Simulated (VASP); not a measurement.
# ZnS (P6_3mc) in VASP: further runs, part 2 of 2

VASP 6.6.1.

**3. Single point, r2SCAN (strain +0.0200 x Voigt [1, 1, 0, 0, 0, 0])**

Input file POSCAR:

```
ZnS
1.0
    3.8828561833      0.0000000000      0.0000000000
   -1.9414280917      3.3626520940      0.0000000000
    0.0000000000      0.0000000000      6.2457351519
Zn S
2 2
Direct
    0.3333333333      0.6666666667      0.0053880718
    0.6666666667      0.3333333333      0.5053880718
    0.3333333333      0.6666666667      0.3796119282
    0.6666666667      0.3333333333      0.8796119282
```

Input file INCAR.step1:

```
PREC = Accurate ; ENCUT = 520
ISMEAR = 0 ; SIGMA = 0.05
LREAL = False ; LASPH = True
NELM = 100 ; NBANDS = 26
GGA = PE ; ALGO = Normal
EDIFF = 1E-4 ; LWAVE = True
LCHARG = False
```

Input file INCAR.step2:

```
PREC = Accurate ; ENCUT = 520
EDIFF = 1E-6 ; ISMEAR = 0
SIGMA = 0.05 ; LREAL = False
LASPH = True ; NELM = 100
ALGO = Normal ; ISIF = 2
LWAVE = False ; LCHARG = False
METAGGA = R2SCAN ; LMIXTAU = True
NBANDS = 26 ; ISTART = 1
```

Input file KPOINTS:

```
regular mesh
0
Gamma
  6 6 4
```

Potentials or basis: VASP PAW PBE potentials, release 64 (Zn, S).

Run with:

```bash
cat potpaw_PBE.64/Zn/POTCAR potpaw_PBE.64/S/POTCAR > POTCAR
cp INCAR.step1 INCAR
mpirun -np 1 vasp_std > vasp.out
cp INCAR.step2 INCAR
mpirun -np 1 vasp_std > vasp.out
```

OUTCAR:

```text
PREC = Accurate
   ENCUT = 520
   EDIFF = 1E-6
   ISMEAR = 0
   LREAL = False
   LASPH = True
   NELM = 100
   ISIF = 2
   METAGGA = R2SCAN
   ISTART = 1

 ion  position               nearest neighbor table
   1  0.333  0.667  0.005-   3 2.34   4 2.38   4 2.38   4 2.38
   2  0.667  0.333  0.505-   4 2.34   3 2.38   3 2.38   3 2.38
   3  0.333  0.667  0.380-   1 2.34   2 2.38   2 2.38   2 2.38
   4  0.667  0.333  0.880-   2 2.34   1 2.38   1 2.38   1 2.38

  LATTYP: Found a hexagonal cell.
 ALAT       =     3.8828561833
 C/A-ratio  =     1.6085414594

  Lattice vectors:

 A1 = (   3.8828561833,   0.0000000000,   0.0000000000)
 A2 = (  -1.9414280917,   3.3626520940,   0.0000000000)
 A3 = (   0.0000000000,   0.0000000000,   6.2457351519)

Analysis of symmetry for initial positions (statically):
=====================================================================
 Subroutine PRICEL returns:
 Original cell was already a primitive cell.

 Routine SETGRP: Setting up the symmetry group for a
 hexagonal supercell.

 Subroutine GETGRP returns: Found 12 space group operations
 (whereof  6 operations were pure point group operations)
 out of a pool of 24 trial point group operations.

The static configuration has the point symmetry C_3v.
 The point group associated with its full space group is C_6v.

Analysis of symmetry for dynamics (positions and initial velocities):
=====================================================================
 Subroutine PRICEL returns:
 Original cell was already a primitive cell.

 Routine SETGRP: Setting up the symmetry group for a
 hexagonal supercell.

 Subroutine GETGRP returns: Found 12 space group operations
 (whereof  6 operations were pure point group operations)
 out of a pool of 24 trial point group operations.

The dynamic configuration has the point symmetry C_3v.
 The point group associated with its full space group is C_6v.

 Subroutine INISYM returns: Found 12 space group operations
 (whereof  6 operations are pure point group operations),
[... 115 lines left out ...]
     AMIX     =   0.40;   BMIX     =  1.00
     AMIX_MAG =   1.60;   BMIX_MAG =  1.00
  volume/ion in A,a.u.               =      20.39       137.58
  Fermi-wavevector in a.u.,A,eV,Ry     =   1.246532  2.355604 21.141301  1.553842
  Thomas-Fermi vector in A             =   2.380705
   LORBIT       =      0    0 simple, 1 ext, 2 COOP (PROOUT), +10 PAW based schemes
   METAGGA = R2SCAN    functional components
   LHFCALC =     F    Hartree Fock is set to
   AEXX    =    0.0000 exact exchange contribution
   IVDW    =     0    specifies the selected vdW correction
   LEPSILON=     F    determine dielectric tensor
   LRPA    =     F    only Hartree local field effects (RPA)
 non-spin polarized calculation
 Gauss-broadening in eV      SIGMA  =   0.05
  energy-cutoff  :      520.00
  volume of cell :       81.55
 maximum number of plane-waves:      2208
 NGX is ok and might be reduce to    30
   NGX = 15   NGY = 15   NGZ = 23

 number of electron      36.0000002 magnetization

 Free energy of the ion-electron system (eV)
  ---------------------------------------------------
  ext. energy  EPLUGINS =         0.00000000
  ---------------------------------------------------
  free energy    TOTEN  =       -37.68316318 eV

  energy without entropy =      -37.68316318  energy(sigma->0) =      -37.68316318

 E-fermi :   1.7568     XC(G=0): -10.1098

 val. band max:        1.5272882668   @ k =   0.0000   0.0000   0.0000
 cond. band min:       4.1597797359   @ k =   0.0000   0.0000   0.0000
 fundamental gap:      2.6324914692
 Fermi energy:         1.7568495651

 k-point     1 :       0.0000    0.0000    0.0000
  band No.  band energies     occupation
      1     -11.9220      2.00000
      2     -10.9902      2.00000
      3      -4.8443      2.00000
      4      -4.8137      2.00000
      5      -4.8136      2.00000
      6      -4.7235      2.00000
[... 598 lines left out ...]
     25      11.7272      0.00000
     26      11.7272      0.00000

------------------------ aborting loop because EDIFF is reached ----------------------------------------

  FORCE on cell =-STRESS in cart. coord.  units (eV):
  Direction    XX          YY          ZZ          XY          YZ          ZX
  --------------------------------------------------------------------------------------
  -------------------------------------------------------------------------------------
  Total       -1.8463518     -1.8463518     -0.5421900      0.0000000      0.0000000      0.0000000
  in kB      -36.2750678    -36.2750678    -10.6523461      0.0000000      0.0000000      0.0000000
  external PRESSURE =     -27.7341606 kB  Pullay stress =       0.0000000 kB

 VOLUME and BASIS-vectors are now :
 -----------------------------------------------------------------------------
  energy-cutoff  :      520.00
  volume of cell :       81.55
      direct lattice vectors                 reciprocal lattice vectors
     3.882856183  0.000000000  0.000000000     0.257542374  0.148692159  0.000000000
    -1.941428092  3.362652094  0.000000000     0.000000000  0.297384318  0.000000000
     0.000000000  0.000000000  6.245735152     0.000000000  0.000000000  0.160109255

 POSITION                                       TOTAL-FORCE (eV/Angst)
 -----------------------------------------------------------------------------------
     -0.00000      2.24177      0.03365        -0.000000      0.000000     -0.106654
      1.94143      1.12088      3.15652         0.000000      0.000000     -0.106654
     -0.00000      2.24177      2.37096         0.000000      0.000000      0.106654
      1.94143      1.12088      5.49382         0.000000      0.000000      0.106654
 -----------------------------------------------------------------------------------
    total drift:                               -0.000000      0.000000      0.032085

  FREE ENERGIE OF THE ION-ELECTRON SYSTEM (eV)
  ---------------------------------------------------
  free  energy   TOTEN  =       -37.6831631848 eV

  energy  without entropy=      -37.6831631848  energy(sigma->0) =      -37.68316318
```

OUTCAR.step1:

```text
PREC = Accurate
   ENCUT = 520
   ISMEAR = 0
   LREAL = False
   LASPH = True
[... 834 lines left out ...]
     -0.00000      2.24177      0.03365         0.000000      0.000000     -0.123158
      1.94143      1.12088      3.15652         0.000000      0.000000     -0.123158
     -0.00000      2.24177      2.37096         0.000000      0.000000      0.123158
      1.94143      1.12088      5.49382        -0.000000      0.000000      0.123158
 -----------------------------------------------------------------------------------
    total drift:                               -0.000000     -0.000000     -0.000410

  FREE ENERGIE OF THE ION-ELECTRON SYSTEM (eV)
  ---------------------------------------------------
  free  energy   TOTEN  =       -13.6816918219 eV

  energy  without entropy=      -13.6816918219  energy(sigma->0) =      -13.68169182
```

Run time: 78 s. Hardware: 1 thread of Intel Xeon 6975P-C (Granite Rapids), shared host; peak memory 0.22 GiB.

Results:

| Quantity | Value |
| --- | --- |
| Free energy | -37.6832 eV |
| Pressure | -2.8 GPa |
| Largest force | 0.107 eV/Å |
| Band gap on the k mesh | 2.63 eV |

Forces on the atoms (eV/Å):
```
Zn   0.000  0.000 -0.107
Zn   0.000  0.000 -0.107
S    0.000  0.000  0.107
S    0.000  0.000  0.107
```

Stress tensor (GPa, compression positive):
```
-3.63  0.00  0.00
 0.00 -3.63  0.00
 0.00  0.00 -1.07
```

Levels at points of the mesh, in eV from the valence-band top:
```tsv
k point	band 15	band 16	band 17	band 18	band 19	band 20	band 21	band 22
(0.00, 0.00, 0.00)	-0.92	-0.02	0.00	0.00	2.63	3.42	6.76	6.76
(0.50, 0.00, 0.00)	-3.16	-2.20	-1.60	-0.81	4.01	4.72	5.58	7.35
(0.00, 0.00, 0.50)	-0.48	-0.48	-0.48	-0.48	3.93	3.93	7.22	7.22
(0.50, 0.00, 0.50)	-1.56	-1.56	-1.51	-1.51	4.00	4.00	5.74	5.74
```

Caveat: the cell differs from its parent crystal (strain +0.0200 x Voigt [1, 1, 0, 0, 0, 0]); the PAW data sets were made with another functional, which shifts forces and pressure a little.
